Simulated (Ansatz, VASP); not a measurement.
# One calculation of CdAg2, two programs

```xyz
3
Lattice="2.8284 0.0000 0.0000 -1.4142 2.4495 0.0000 0.0000 0.0000 20.6188" Properties=species:S:1:pos:R:3 pbc="T T T"
Cd    0.0000    0.8165    8.0077
Ag    0.0000    2.4495   10.3094
Ag    1.4142    1.6330   12.6111
```

Alike in both runs: task single point; functional LDA; k mesh 13 × 13 × 1; occupations fermi-dirac, width 0.05 eV; no spin polarisation.

|  | VASP | Ansatz |
| --- | --- | --- |
| version | VASP 6.6.1 | Ansatz 0.2.0 |
| potentials or method | VASP PAW LDA potentials, release 64 (Cd, Ag) | PAW with Ansatz's default frozen-core files, scalar-relativistic |
| plane-wave cutoff (eV) | 520 | 420 |
| valence electrons in the cell | 34 | 58 |

|  | VASP | Ansatz | Ansatz less VASP |
| --- | --- | --- | --- |
| rms of the force components (eV/Å) | 0.299 | 0.273 | -0.0254 |

LDA's correlation is that of Perdew and Zunger in VASP and of Perdew and Wang (1992) in Ansatz. Atom by atom the forces differ by 0.026 eV/Å (rms over components). VASP's potentials hold 34 valence electrons a cell and Ansatz's 58, so a difference there can come from the potentials and not from the codes.
